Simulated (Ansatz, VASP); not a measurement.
# Ru: VASP beside Ansatz

```xyz
2
Lattice="2.6895 0.0000 0.0000 -1.3448 2.3292 0.0000 0.0000 0.0000 4.2519" Properties=species:S:1:pos:R:3 pbc="T T T"
Ru    0.0000    1.5528    1.0630
Ru    1.3448    0.7764    3.1889
```

Alike in both runs: functional PBEsol; k mesh 18 × 18 × 10; occupations gaussian, width 0.1 eV; no spin polarisation.

Ansatz relaxed the structure, and its values are those at the end. VASP's run is a single point on that final structure, the one shown.

|  | VASP | Ansatz |
| --- | --- | --- |
| version | VASP 6.6.1 | Ansatz 0.2.0 |
| potentials or method | VASP PAW PBE potentials, release 64 (Ru_pv), cutoff 520 eV | scalar-relativistic, plane waves, PAW |
| valence electrons in the cell | 28 | 32 |

```csv
,VASP,Ansatz,Ansatz less VASP
gap on the k mesh at the Fermi level (eV),none,none,-
pressure (GPa),0.0,0.0,+0.01
```

VASP's potentials were made for PBE, not for PBEsol. A gap of «none» marks a metal or a gap that the smearing closes. VASP's potentials hold 28 valence electrons a cell and Ansatz's 32, so a difference there can come from the potentials and not from the codes.
